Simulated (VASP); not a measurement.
# Sn5H2 in VASP: further runs

Runs on Sn5H2. Level: PBEsol. Tasks: single point.

All numbers are computed with VASP 6.6.1; they aren't measurements. Logs are shortened: lines on timing, memory, paths and dates and some standing lists are left out, and cuts for length are marked.

## (1) The cell of the first run

The cell holds a slab with vacuum, 14 atoms: a = 9.251 Å, b = 4.626 Å, c = 20.408 Å, α = 90.00°, β = 90.00°, γ = 90.00°.

## (2) Single point, PBEsol

The input, INCAR:

```
SYSTEM = Sn5H2
PREC = Accurate
ENCUT = 520
EDIFF = 1E-7
ISMEAR = 0
SIGMA = 0.05
LREAL = .FALSE.
LASPH = .TRUE.
NELM = 100
ALGO = Normal
ISIF = 2
LWAVE = .FALSE.
LCHARG = .TRUE.
LDIPOL = .TRUE.
IDIPOL = 3
DIPOL = 0.5 0.5 0.347
GGA = PS
LELF = .TRUE.
LVHAR = .TRUE.
LVACPOTAV = .TRUE.
NBANDS = 85
```

The input, KPOINTS:

```
Automatic mesh
0
G
  3 6 1
  0 0 0
```

The input, POSCAR:

```
Sn5H2
1.0
    9.2511606991      0.0000000000      0.0000000000
    0.0000000000      4.6255803495      0.0000000000
    0.0000000000      0.0000000000     20.4076949379
Sn H
10 4
Direct
    0.5000000000      0.0000000000      0.2457963278
    0.0000000000      0.0000000000      0.2457963278
    0.7500000000      0.0000000000      0.3259322579
    0.2500000000      0.0000000000      0.3259322579
    0.7526284985      0.5000000000      0.4107504157
    0.2435399031      0.5000000000      0.4070577487
    0.0020023635      0.5000000000      0.4971872224
    0.4940408614      0.5000000000      0.4875639200
    0.1136433332      0.0000000000      0.5637388836
    0.4293836447      0.0000000000      0.5637388836
    0.5092148627      0.3035343313      0.1962100729
    0.5092148627     -0.3035343313      0.1962100729
   -0.0092148627     -0.3035343313      0.1962100729
   -0.0092148627      0.3035343313      0.1962100729
```

Potentials or basis: VASP PAW PBE potentials, release 64 (Sn_d, H).

The run is started by

```console
$ cat potpaw_PBE.64/Sn_d/POTCAR potpaw_PBE.64/H/POTCAR > POTCAR
$ mpirun -np 1 vasp_std > vasp.out
```

OUTCAR:

```text
SYSTEM = Sn5H2
   PREC = Accurate
   ENCUT = 520
   EDIFF = 1E-7
   ISMEAR = 0
   LREAL = .FALSE.
   LASPH = .TRUE.
   NELM = 100
   ISIF = 2
   GGA = PS

 ion  position               nearest neighbor table
   1  0.500  0.000  0.246-  11 1.73  12 1.73   3 2.83   4 2.83
   2  0.000  0.000  0.246-  13 1.73  14 1.73   3 2.83   4 2.83
   3  0.750  0.000  0.326-   1 2.83   2 2.83   5 2.89   5 2.89
   4  0.250  0.000  0.326-   1 2.83   2 2.83   6 2.84   6 2.84
   5  0.753  0.500  0.411-   8 2.86   3 2.89   3 2.89   7 2.90
   6  0.244  0.500  0.407-   8 2.84   4 2.84   4 2.84   7 2.89
   7  0.002  0.500  0.497-   9 2.87   9 2.87   6 2.89   5 2.90
   8  0.494  0.500  0.488-   6 2.84  10 2.85  10 2.85   5 2.86
   9  0.114  0.000  0.564-   7 2.87   7 2.87  10 2.92
  10  0.429  0.000  0.564-   8 2.85   8 2.85   9 2.92
  11  0.509  0.304  0.196-   1 1.73
  12  0.509  0.696  0.196-   1 1.73
  13  0.991  0.696  0.196-   2 1.73
  14  0.991  0.304  0.196-   2 1.73

  LATTYP: Found a simple orthorhombic cell.
 ALAT       =     4.6255803495
 B/A-ratio  =     2.0000000000
 C/A-ratio  =     4.4119209690

  Lattice vectors:

 A1 = (   0.0000000000,  -4.6255803495,   0.0000000000)
 A2 = (   9.2511606991,   0.0000000000,   0.0000000000)
 A3 = (   0.0000000000,   0.0000000000,  20.4076949379)

Analysis of symmetry for initial positions (statically):
=====================================================================
 Subroutine PRICEL returns:
 Original cell was already a primitive cell.

 Routine SETGRP: Setting up the symmetry group for a
 simple orthorhombic supercell.

 Subroutine GETGRP returns: Found  2 space group operations
 (whereof  2 operations were pure point group operations)
 out of a pool of  8 trial point group operations.

The static configuration has the point symmetry C_1h.

Analysis of symmetry for dynamics (positions and initial velocities):
=====================================================================
 Subroutine PRICEL returns:
 Original cell was already a primitive cell.

 Routine SETGRP: Setting up the symmetry group for a
 simple orthorhombic supercell.

 Subroutine GETGRP returns: Found  2 space group operations
 (whereof  2 operations were pure point group operations)
 out of a pool of  8 trial point group operations.

[... 123 lines left out ...]
   EFERMI_NEDOS =   21; number of points for ismear=-14 and -15
   IALGO  =     38    algorithm
   IMIX   =      4    mixing-type and parameters
     AMIX     =   0.40;   BMIX     =  1.00
     AMIX_MAG =   1.60;   BMIX_MAG =  1.00
  volume/ion in A,a.u.               =      62.38       420.94
  Fermi-wavevector in a.u.,A,eV,Ry     =   0.897725  1.696455 10.965084  0.805911
  Thomas-Fermi vector in A             =   2.020346
   LORBIT       =      0    0 simple, 1 ext, 2 COOP (PROOUT), +10 PAW based schemes
   GGA     = PS    functional components
   LHFCALC =     F    Hartree Fock is set to
   AEXX    =    0.0000 exact exchange contribution
   IVDW    =     0    specifies the selected vdW correction
   LEPSILON=     F    determine dielectric tensor
   LRPA    =     F    only Hartree local field effects (RPA)
 non-spin polarized calculation
 Gauss-broadening in eV      SIGMA  =   0.05
  energy-cutoff  :      520.00
  volume of cell :      873.29
 maximum number of plane-waves:     23549
 NGX is ok and might be reduce to    70
   NGX = 35   NGY = 17   NGZ = 75

 dipolmoment           0.000000      0.000000      0.040991 electrons x Angstroem

 number of electron     143.9999982 magnetization

 dipolmoment           0.000000      0.000000     -0.069117 electrons x Angstroem

 Free energy of the ion-electron system (eV)
  ---------------------------------------------------
  ext. energy  EPLUGINS =         0.00000000
  ---------------------------------------------------
  free energy    TOTEN  =       -51.51274688 eV

  energy without entropy =      -51.50334261  energy(sigma->0) =      -51.50804474

 E-fermi :  -0.6902     XC(G=0):  -4.4202

 val. band max:       -0.6916232579   @ k =   0.0000   0.3333   0.0000
 cond. band min:      -0.6723295313   @ k =   0.3333   0.0000   0.0000
 fundamental gap:      0.0192937266
 Fermi energy:        -0.6902110135

 k-point     1 :       0.0000    0.0000    0.0000
  band No.  band energies     occupation
      1     -21.9738      2.00000
      2     -21.9639      2.00000
      3     -21.9457      2.00000
      4     -21.9329      2.00000
      5     -21.9012      2.00000
      6     -21.8901      2.00000
[... 685 lines left out ...]
     83       2.9274      0.00000
     84       3.3949      0.00000
 [bands above 84 left out]

------------------------ aborting loop because EDIFF is reached ----------------------------------------

  FORCE on cell =-STRESS in cart. coord.  units (eV):
  Direction    XX          YY          ZZ          XY          YZ          ZX
  --------------------------------------------------------------------------------------
  -------------------------------------------------------------------------------------
  Total       -2.7213862     -0.0859064     -3.8504654      0.0000000      0.0000000      0.0081166
  in kB       -4.9928020     -0.1576085     -7.0642717      0.0000000      0.0000000      0.0148912
  external PRESSURE =      -4.0715608 kB  Pullay stress =       0.0000000 kB

 VOLUME and BASIS-vectors are now :
 -----------------------------------------------------------------------------
  energy-cutoff  :      520.00
  volume of cell :      873.29
      direct lattice vectors                 reciprocal lattice vectors
     9.251160699  0.000000000  0.000000000     0.108094544  0.000000000  0.000000000
     0.000000000  4.625580349  0.000000000     0.000000000  0.216189089  0.000000000
     0.000000000  0.000000000 20.407694938     0.000000000  0.000000000  0.049001124

 POSITION                                       TOTAL-FORCE (eV/Angst)
 -----------------------------------------------------------------------------------
      4.62558      0.00000      5.01614         0.014224      0.000000      0.185916
      0.00000      0.00000      5.01614        -0.017314      0.000000      0.142609
      6.93837      0.00000      6.65153         0.106999      0.000000      0.340789
      2.31279      0.00000      6.65153        -0.112080      0.000000     -0.086223
      6.96269      2.31279      8.38247         0.000129      0.000000     -0.006713
      2.25303      2.31279      8.30711         0.017305      0.000000      0.001206
      0.01852      2.31279     10.14645         0.005215      0.000000     -0.000587
      4.57045      2.31279      9.95006         0.001862      0.000000      0.013791
      1.05133      0.00000     11.50461        -0.008608      0.000000     -0.621997
      3.97230      0.00000     11.50461        -0.003778      0.000000     -0.009129
      4.71083      1.40402      4.00420        -0.022808     -0.012758      0.011183
      4.71083      3.22156      4.00420        -0.022808      0.012758      0.011183
      9.16591      3.22156      4.00420         0.020831      0.018882      0.008986
      9.16591      1.40402      4.00420         0.020831     -0.018882      0.008986
 -----------------------------------------------------------------------------------
    total drift:                                0.000089      0.000000     -0.000556

  FREE ENERGIE OF THE ION-ELECTRON SYSTEM (eV)
  ---------------------------------------------------
  free  energy   TOTEN  =       -51.5127468783 eV

  energy  without entropy=      -51.5033426064  energy(sigma->0) =      -51.50804474

 vacuum level on the upper side and lower side of the slab         3.685         3.978
```

Wall time 15 min (1 thread of AMD EPYC 9R45 (Zen 5), shared host); peak memory 0.96 GiB.

Results:

```yaml
Free_energy: -51.5127 eV
Largest_force: 0.622 eV/Å
Band_gap_on_the_k_mesh: zero (bands 72 and 73 overlap by 0.41 eV)
```

Forces on the atoms (eV/Å):
```
Sn   0.014  0.000  0.186
Sn  -0.017  0.000  0.143
Sn   0.107  0.000  0.341
Sn  -0.112  0.000 -0.086
Sn   0.000  0.000 -0.007
Sn   0.017  0.000  0.001
Sn   0.005  0.000 -0.001
Sn   0.002  0.000  0.014
Sn  -0.009  0.000 -0.622
Sn  -0.004  0.000 -0.009
H   -0.023 -0.013  0.011
H   -0.023  0.013  0.011
H    0.021  0.019  0.009
H    0.021 -0.019  0.009
```

Caveat: the PAW data sets were made with another functional, which shifts forces and pressure a little; spin-orbit coupling is left out, which moves the levels of the heavy elements.

## (3) Single point, PBEsol

The input, INCAR:

```
PREC     = Accurate       # precision mode
ENCUT    = 520            # plane-wave cutoff, eV
EDIFF    = 1E-6           # SCF threshold, eV
ISMEAR   = 0              # smearing method
SIGMA    = 0.05           # smearing width, eV
LREAL    = F              # projectors in reciprocal space
LASPH    = T              # aspherical terms in the spheres
NELM     = 80             # most SCF steps
ALGO     = Normal         # electronic algorithm
ISIF     = 2              # what is computed and relaxed
LWAVE    = F              # write WAVECAR
LCHARG   = T              # write CHGCAR
LDIPOL   = T            
IDIPOL   = 3            
DIPOL    = 0.5 0.5 0.340
GGA      = PS             # functional
LELF     = T              # ELF
LVHAR    = T            
LVACPOTAV= T            
NBANDS   = 85             # bands
```

The input, KPOINTS:

```
regular mesh
0
Gamma
  3 6 1
```

The input, POSCAR:

```
Sn5H2
1.0
    9.2511606991      0.0000000000      0.0000000000
    0.0000000000      4.6255803495      0.0000000000
    0.0000000000      0.0000000000     20.4076949379
Sn H
10 4
Direct
    0.5000000000      0.0000000000      0.2457963278
    0.0000000000      0.0000000000      0.2457963278
    0.7500000000      0.0000000000      0.3259322579
    0.2500000000      0.0000000000      0.3259322579
    0.7653878333      0.5000000000      0.4028181598
    0.2297965573      0.5000000000      0.4008746267
   -0.0068437648      0.5000000000      0.4983563428
    0.4981693981      0.5000000000      0.4662016429
    0.1577394786      0.0000000000      0.5259590166
    0.4611319136      0.0000000000      0.5387483101
    0.5092148627      0.3035343313      0.1962100729
    0.5092148627     -0.3035343313      0.1962100729
   -0.0092148627     -0.3035343313      0.1962100729
   -0.0092148627      0.3035343313      0.1962100729
```

Potentials or basis: VASP PAW PBE potentials, release 64 (Sn_d, H).

The run is started by

```console
$ cat potpaw_PBE.64/Sn_d/POTCAR potpaw_PBE.64/H/POTCAR > POTCAR
$ mpirun -np 1 vasp_std > vasp.out
```

It took 14 min on 1 thread of AMD EPYC 9R45 (Zen 5), shared host; peak memory 0.95 GiB.

It converged, with:

- Free energy: -51.5325 eV
- Largest force: 0.909 eV/Å
- Band gap on the k mesh: zero (bands 72 and 73 overlap by 0.06 eV)

Forces on the atoms (eV/Å):
```
Sn   0.036  0.000  0.155
Sn  -0.082  0.000  0.022
Sn   0.335  0.000 -0.302
Sn  -0.305  0.000 -0.630
Sn  -0.009  0.000  0.017
Sn   0.006  0.000 -0.019
Sn  -0.018  0.000  0.001
Sn   0.003  0.000 -0.001
Sn  -0.001  0.000 -0.191
Sn   0.015  0.000  0.908
H   -0.032 -0.006  0.030
H   -0.032  0.006  0.030
H    0.043  0.036 -0.011
H    0.043 -0.036 -0.011
```

Levels at points of the mesh, in eV from the Fermi level:
```
           k point  band 69  band 70  band 71  band 72  band 73  band 74  band 75  band 76
(0.00, 0.00, 0.00)    -1.07    -1.01    -0.78    -0.60     0.01     0.44     0.62     0.87
(0.00, 0.50, 0.00)    -1.67    -1.37    -0.97    -0.82     0.00     0.18     1.22     1.35
```

Caveat: the PAW data sets were made with another functional, which shifts forces and pressure a little; spin-orbit coupling is left out, which moves the levels of the heavy elements.

The gap in the log of VASP goes by the Fermi energy; the results here count the filled bands.